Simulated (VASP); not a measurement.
# Zr (P6_3/mmc) in VASP: notebook

Runs on Zr. Level: PBE. Tasks: single point.

Program: VASP 6.6.1. These are calculated values, not measurements. Logs are shortened: lines on timing, memory, paths and dates and some standing lists are left out, and cuts for length are marked.

## 1. The cell of the first run

Symmetry: P6_3/mmc, No. 194, hexagonal system. Conventional cell: a = 3.232 Å, b = 3.232 Å, c = 5.174 Å, α = 90.00°, β = 90.00°, γ = 120.00°. Within 4.2 Å of Zr (site symmetry -6m2) lie 12 Zr at 3.19 to 3.23 Å.

## 2. Single point, PBE

File INCAR:

```
SYSTEM = Zr
  PREC = Accurate
  ENCUT = 520
  EDIFF = 1E-6
  ISMEAR = 1
  SIGMA = 0.2
  LREAL = .False.
  LASPH = .True.
  NELM = 60
  ALGO = Normal
  ISIF = 2
  LWAVE = .False.
  LCHARG = .False.
  GGA = PE
  NBANDS = 19
```

File KPOINTS:

```
regular mesh
0
Gamma
  11 11 6
  0 0 0
```

File POSCAR:

```
Zr
1.0
    3.2318821451      0.0000000000      0.0000000000
   -1.6159410725      2.7988920397      0.0000000000
    0.0000000000      0.0000000000      5.1741041053
Zr
2
Direct
    0.3333333333      0.6666666667      0.2500000000
    0.6666666667      0.3333333333      0.7500000000
```

Potentials or basis: VASP PAW PBE potentials, release 64 (Zr_sv).

Launch:

```
$ cat potpaw_PBE.64/Zr_sv/POTCAR > POTCAR
$ mpirun -np 1 vasp_std > vasp.out
```

OUTCAR:

```text
SYSTEM = Zr
   PREC = Accurate
   ENCUT = 520
   EDIFF = 1E-6
   ISMEAR = 1
   LREAL = .False.
   LASPH = .True.
   NELM = 60
   ISIF = 2
   GGA = PE

 ion  position               nearest neighbor table
   1  0.333  0.667  0.250-   2 3.19   2 3.19   2 3.19   2 3.19   2 3.19   2 3.19
   2  0.667  0.333  0.750-   1 3.19   1 3.19   1 3.19   1 3.19   1 3.19   1 3.19

  LATTYP: Found a hexagonal cell.
 ALAT       =     3.2318821451
 C/A-ratio  =     1.6009569263

  Lattice vectors:

 A1 = (   3.2318821451,   0.0000000000,   0.0000000000)
 A2 = (  -1.6159410725,   2.7988920397,   0.0000000000)
 A3 = (   0.0000000000,   0.0000000000,   5.1741041053)

Analysis of symmetry for initial positions (statically):
=====================================================================
 Subroutine PRICEL returns:
 Original cell was already a primitive cell.

 Routine SETGRP: Setting up the symmetry group for a
 hexagonal supercell.

 Subroutine GETGRP returns: Found 24 space group operations
 (whereof 12 operations were pure point group operations)
 out of a pool of 24 trial point group operations.

The static configuration has the point symmetry D_3d.
 The point group associated with its full space group is D_6h.

Analysis of symmetry for dynamics (positions and initial velocities):
=====================================================================
 Subroutine PRICEL returns:
 Original cell was already a primitive cell.

 Routine SETGRP: Setting up the symmetry group for a
 hexagonal supercell.

 Subroutine GETGRP returns: Found 24 space group operations
 (whereof 12 operations were pure point group operations)
 out of a pool of 24 trial point group operations.

The dynamic configuration has the point symmetry D_3d.
 The point group associated with its full space group is D_6h.

 Subroutine INISYM returns: Found 24 space group operations
 (whereof 12 operations are pure point group operations),
 and found     1 'primitive' translations

----------------------------------------------------------------------------------------

                                     Primitive cell

  volume of cell :      46.8033

  direct lattice vectors                    reciprocal lattice vectors
     3.231882145  0.000000000  0.000000000     0.309417223  0.178642117  0.000000000
    -1.615941073  2.798892040  0.000000000     0.000000000  0.357284235  0.000000000
     0.000000000  0.000000000  5.174104105     0.000000000  0.000000000  0.193270174

  length of vectors
     3.231882145  3.231882145  5.174104105     0.357284235  0.357284235  0.193270174

  position of ions in fractional coordinates (direct lattice)
     0.333333333  0.666666667  0.250000000
     0.666666667  0.333333333  0.750000000

  ion indices of the primitive-cell ions
   primitive index   ion index
                 1           1
                 2           2

----------------------------------------------------------------------------------------

 KPOINTS: regular mesh

Automatic generation of k-mesh.
 Grid dimensions read from file:
 generate k-points for:   11   11    6

 Generating k-lattice:

  Cartesian coordinates                     Fractional coordinates (reciprocal lattice)
     0.028128838  0.016240192  0.000000000     0.090909091 -0.000000000  0.000000000
     0.000000000  0.032480385  0.000000000     0.000000000  0.090909091  0.000000000
     0.000000000  0.000000000  0.032211696     0.000000000  0.000000000  0.166666667

  Length of vectors
     0.032480385  0.032480385  0.032211696

  Shift w.r.t. Gamma in fractional coordinates (k-lattice)
     0.000000000  0.000000000  0.000000000

 Subroutine IBZKPT returns following result:
 ===========================================

 Found     64 irreducible k-points:

 Following reciprocal coordinates:
            Coordinates               Weight
  0.000000  0.000000  0.000000      1.000000
  0.090909 -0.000000  0.000000      6.000000
  0.181818 -0.000000  0.000000      6.000000
  0.272727 -0.000000  0.000000      6.000000
  0.363636 -0.000000  0.000000      6.000000
  0.454545 -0.000000  0.000000      6.000000
[... 16 lines left out ...]
  0.090909  0.090909  0.166667     12.000000
  0.181818  0.090909  0.166667     24.000000
 [... further k-points ...]
   k-points           NKPTS =     64   k-points in BZ     NKDIM =     64   number of bands    NBANDS=     19
   number of dos      NEDOS =    301   number of ions     NIONS =      2
   total plane-waves  NPLWV =  23040
   dimension x,y,z NGX =    24 NGY =   24 NGZ =   40
   dimension x,y,z NGXF=    48 NGYF=   48 NGZF=   80
   ions per type =               2
   NGX,Y,Z   is equivalent  to a cutoff of  12.35, 12.35, 12.85 a.u.
   NGXF,Y,Z  is equivalent  to a cutoff of  24.69, 24.69, 25.70 a.u.
 SYSTEM =  Zr
   PREC   = accura    normal or accurate (medium, high low for compatibility)
   ISTART =      0    job   : 0-new  1-cont  2-samecut
   ICHARG =      2    charge: 1-file 2-atom 10-const
   ISPIN  =      1    spin polarized calculation?
   LNONCOLLINEAR =      F non collinear calculations
   LSORBIT =      F    spin-orbit coupling
   LASPH  =      T    aspherical Exc in radial PAW
   ENCUT  =  520.0 eV  38.22 Ry    6.18 a.u.   6.01  6.01  9.62*2*pi/ulx,y,z
   NELM   =     60;   NELMIN=  2; NELMDL= -5     # of ELM steps
   EDIFF  = 0.1E-05   stopping-criterion for ELM
   LREAL  =      F    real-space projection
   EDIFFG = 0.1E-04   stopping-criterion for IOM
   NSW    =      0    number of steps for IOM
   IBRION =     -1    ionic relax: 0-MD 1-quasi-New 2-CG
   NFREE  =      0    steps in history (QN), initial steepest desc. (CG)
   ISIF   =      2    stress and relaxation
   ISYM   =      2    0-nonsym 1-usesym 2-fastsym
   POTIM  = 0.5000    time-step for ionic-motion
   TEBEG  =    0.0;   TEEND  =   0.0 temperature during run
   PSTRESS=    0.0 pullay stress
   NELECT =      24.0000    total number of electrons
   NUPDOWN=      -1.0000    fix difference up-down
   EMIN   =  10.00;   EMAX   =-10.00  energy-range for DOS
   EFERMI =   0.00;   METHOD = LEGACY
   ISMEAR =     1;   SIGMA  =   0.20  broadening in eV -4-tet -1-fermi 0-gaus
   EFERMI_NEDOS =   21; number of points for ismear=-14 and -15
   IALGO  =     38    algorithm
   IMIX   =      4    mixing-type and parameters
     AMIX     =   0.40;   BMIX     =  1.00
     AMIX_MAG =   1.60;   BMIX_MAG =  1.00
  volume/ion in A,a.u.               =      23.40       157.92
  Fermi-wavevector in a.u.,A,eV,Ry     =   1.310347  2.476197 23.361328  1.717009
  Thomas-Fermi vector in A             =   2.440883
   LORBIT       =      0    0 simple, 1 ext, 2 COOP (PROOUT), +10 PAW based schemes
   GGA     = PE    functional components
   LHFCALC =     F    Hartree Fock is set to
   AEXX    =    0.0000 exact exchange contribution
   IVDW    =     0    specifies the selected vdW correction
   LEPSILON=     F    determine dielectric tensor
   LRPA    =     F    only Hartree local field effects (RPA)
 non-spin polarized calculation
 Methfessel and Paxton  Order N= 1 SIGMA  =   0.20
  energy-cutoff  :      520.00
  volume of cell :       46.80
 maximum number of plane-waves:      1284
   NGX = 13   NGY = 13   NGZ = 19

 number of electron      24.0000001 magnetization

 Free energy of the ion-electron system (eV)
  ---------------------------------------------------
  ext. energy  EPLUGINS =         0.00000000
  ---------------------------------------------------
  free energy    TOTEN  =       -17.03905017 eV

  energy without entropy =      -17.04346175  energy(sigma->0) =      -17.04052070

 E-fermi :   8.9523     XC(G=0): -11.0586

 val. band max:        8.9238196996   @ k =   0.3636   0.2727   0.3333
 cond. band min:       8.9564795132   @ k =   0.0000   0.0000   0.5000
 fundamental gap:      0.0326598136
 Fermi energy:         8.9522843306

 k-point     1 :       0.0000    0.0000    0.0000
  band No.  band energies     occupation
      1     -39.9102      2.00000
      2     -39.7620      2.00000
      3     -18.4226      2.00000
      4     -17.5611      2.00000
      5     -17.5611      2.00000
      6     -17.4432      2.00000
[... 11 lines left out ...]
     18      11.0985     -0.00000
     19      13.3493      0.00000

 k-point     2 :       0.0909   -0.0000    0.0000
  band No.  band energies     occupation
      1     -39.9010      2.00000
      2     -39.7581      2.00000
      3     -18.3979      2.00000
      4     -17.6164      2.00000
      5     -17.5790      2.00000
      6     -17.4828      2.00000
[... 11 lines left out ...]
     18      10.9026     -0.00000
     19      13.4906      0.00000

 k-point     3 :       0.1818   -0.0000    0.0000
  band No.  band energies     occupation
      1     -39.8757      2.00000
      2     -39.7480      2.00000
      3     -18.3277      2.00000
      4     -17.7647      2.00000
      5     -17.6318      2.00000
      6     -17.6253      2.00000
[... 11 lines left out ...]
     18      11.2660     -0.00000
     19      13.7626      0.00000

 k-point     4 :       0.2727   -0.0000    0.0000
  band No.  band energies     occupation
      1     -39.8406      2.00000
      2     -39.7365      2.00000
      3     -18.2240      2.00000
      4     -17.9583      2.00000
      5     -17.8175      2.00000
      6     -17.6830      2.00000
[... 11 lines left out ...]
     18      12.1480     -0.00000
     19      13.9880      0.00000

 k-point     5 :       0.3636   -0.0000    0.0000
  band No.  band energies     occupation
      1     -39.8050      2.00000
      2     -39.7290      2.00000
      3     -18.1348      2.00000
      4     -18.1070      2.00000
      5     -17.9804      2.00000
      6     -17.7338      2.00000
[... 11 lines left out ...]
     18      13.1714      0.00000
     19      14.1201      0.00000

 k-point     6 :       0.4545   -0.0000    0.0000
  band No.  band energies     occupation
      1     -39.7804      2.00000
      2     -39.7279      2.00000
      3     -18.2387      2.00000
      4     -18.0743      2.00000
      5     -18.0143      2.00000
      6     -17.7633      2.00000
[... 11 lines left out ...]
     18      14.1755      0.00000
     19      14.3176      0.00000

 k-point     7 :       0.0909    0.0909    0.0000
  band No.  band energies     occupation
      1     -39.8837      2.00000
      2     -39.7511      2.00000
      3     -18.3504      2.00000
      4     -17.7058      2.00000
      5     -17.6452      2.00000
      6     -17.5557      2.00000
[... 11 lines left out ...]
     18      11.1377     -0.00000
     19      13.6386      0.00000

 k-point     8 :       0.1818    0.0909    0.0000
  band No.  band energies     occupation
      1     -39.8535      2.00000
      2     -39.7403      2.00000
      3     -18.2632      2.00000
      4     -17.8629      2.00000
      5     -17.7831      2.00000
      6     -17.6389      2.00000
[... 256 lines left out ...]
 k-point    20 :       0.2727   -0.0000    0.1667
  band No.  band energies     occupation
      1     -39.8337      2.00000
      2     -39.7435      2.00000
      3     -18.2181      2.00000
      4     -17.9234      2.00000
      5     -17.8532      2.00000
      6     -17.6699      2.00000
[... 11 lines left out ...]
     18      12.0451     -0.00000
     19      13.8509      0.00000

 k-point    21 :       0.3636   -0.0000    0.1667
  band No.  band energies     occupation
      1     -39.7999      2.00000
      2     -39.7341      2.00000
      3     -18.2213      2.00000
      4     -18.0496      2.00000
      5     -17.9571      2.00000
      6     -17.7194      2.00000
[... 11 lines left out ...]
     18      12.9583      0.00000
     19      13.9771      0.00000

 k-point    22 :       0.4545   -0.0000    0.1667
  band No.  band energies     occupation
      1     -39.7768      2.00000
      2     -39.7315      2.00000
      3     -18.2863      2.00000
      4     -18.1297      2.00000
      5     -17.9291      2.00000
      6     -17.7482      2.00000
[... 11 lines left out ...]
     18      14.1519      0.00000
     19      14.1624      0.00000

 k-point    23 :       0.0909    0.0909    0.1667
  band No.  band energies     occupation
      1     -39.8750      2.00000
      2     -39.7601      2.00000
      3     -18.3020      2.00000
      4     -17.6900      2.00000
      5     -17.6613      2.00000
      6     -17.5890      2.00000
[... 11 lines left out ...]
     18      11.3722     -0.00000
     19      13.6087      0.00000

 k-point    24 :       0.1818    0.0909    0.1667
  band No.  band energies     occupation
      1     -39.8460      2.00000
      2     -39.7480      2.00000
      3     -18.2380      2.00000
      4     -17.8442      2.00000
      5     -17.8021      2.00000
      6     -17.6511      2.00000
[... 11 lines left out ...]
     18      11.9745     -0.00000
     19      13.7212      0.00000

 [... further k-points ...]
[... 5 lines left out ...]
  --------------------------------------------------------------------------------------
  -------------------------------------------------------------------------------------
  Total        0.0038517      0.0038517     -0.0955340      0.0000000     -0.0000000      0.0000000
  in kB        0.1318518      0.1318518     -3.2703294      0.0000000     -0.0000000      0.0000000
  external PRESSURE =      -1.0022086 kB  Pullay stress =       0.0000000 kB

 VOLUME and BASIS-vectors are now :
 -----------------------------------------------------------------------------
  energy-cutoff  :      520.00
  volume of cell :       46.80
      direct lattice vectors                 reciprocal lattice vectors
     3.231882145  0.000000000  0.000000000     0.309417223  0.178642117  0.000000000
    -1.615941073  2.798892040  0.000000000     0.000000000  0.357284235  0.000000000
     0.000000000  0.000000000  5.174104105     0.000000000  0.000000000  0.193270174

 POSITION                                       TOTAL-FORCE (eV/Angst)
 -----------------------------------------------------------------------------------
     -0.00000      1.86593      1.29353        -0.000000      0.000000      0.000000
      1.61594      0.93296      3.88058         0.000000      0.000000      0.000000
 -----------------------------------------------------------------------------------
    total drift:                               -0.000000      0.000000     -0.000000

  FREE ENERGIE OF THE ION-ELECTRON SYSTEM (eV)
  ---------------------------------------------------
  free  energy   TOTEN  =       -17.0390501742 eV

  energy  without entropy=      -17.0434617502  energy(sigma->0) =      -17.04052070
```

It took 35 s on 1 thread of AMD EPYC 9R45 (Zen 5), shared host; peak memory 0.15 GiB.

What came out:

| Quantity | Value |
| --- | --- |
| Free energy | -17.0391 eV |
| Pressure | -0.1 GPa |
| Band gap on the k mesh | zero (band 12 reaches 9.81 eV, above the bottom of band 13 at 8.78 eV) |

Stress tensor (GPa, compression positive):
```
 0.01  0.00  0.00
 0.00  0.01  0.00
 0.00  0.00 -0.33
```

## 3. Single point, PBE

File INCAR:

```
PREC = Accurate
ENCUT = 520
EDIFF = 1E-6
ISMEAR = -1
SIGMA = 0.1
LREAL = False
LASPH = True
NELM = 80
ALGO = Normal
ISIF = 2
LWAVE = False
LCHARG = False
GGA = PE
NBANDS = 19
```

File KPOINTS:

```
Automatic mesh
0
Gamma
  2 2 1
```

POSCAR is that of step 2.

Potentials or basis: VASP PAW PBE potentials, release 64 (Zr_sv).

Launch:

```
$ cat potpaw_PBE.64/Zr_sv/POTCAR > POTCAR
$ mpirun -np 1 vasp_std > vasp.out
```

Wall time 14 s (1 thread of AMD EPYC 7R13, shared host); peak memory 0.12 GiB.

Results (log left out):

```yaml
Free_energy: -17.8853 eV
Pressure: -2.8 GPa
Band_gap_on_the_k_mesh: zero (band 12 reaches 9.75 eV, above the bottom of band 13 at 9.51 eV)
```

Stress tensor (GPa, compression positive):
```
  7.11   0.00   0.00
  0.00   7.11   0.00
  0.00   0.00 -22.52
```

Levels at points of the mesh, in eV from the Fermi level:
| k point | band 7 | band 8 | band 9 | band 10 | band 11 | band 12 | band 13 | band 14 | band 15 | band 16 |
| --- | --- | --- | --- | --- | --- | --- | --- | --- | --- | --- |
| (0.00, 0.00, 0.00) | -27.01 | -26.93 | -6.21 | -3.63 | 0.25 | 0.25 | 0.41 | 0.60 | 0.92 | 0.92 |
| (0.50, 0.00, 0.00) | -27.17 | -27.12 | -3.15 | -3.10 | -2.67 | -0.77 | 0.01 | 0.19 | 0.85 | 4.26 |

Caveat: the k points lie up to 1.21 Å⁻¹ apart.
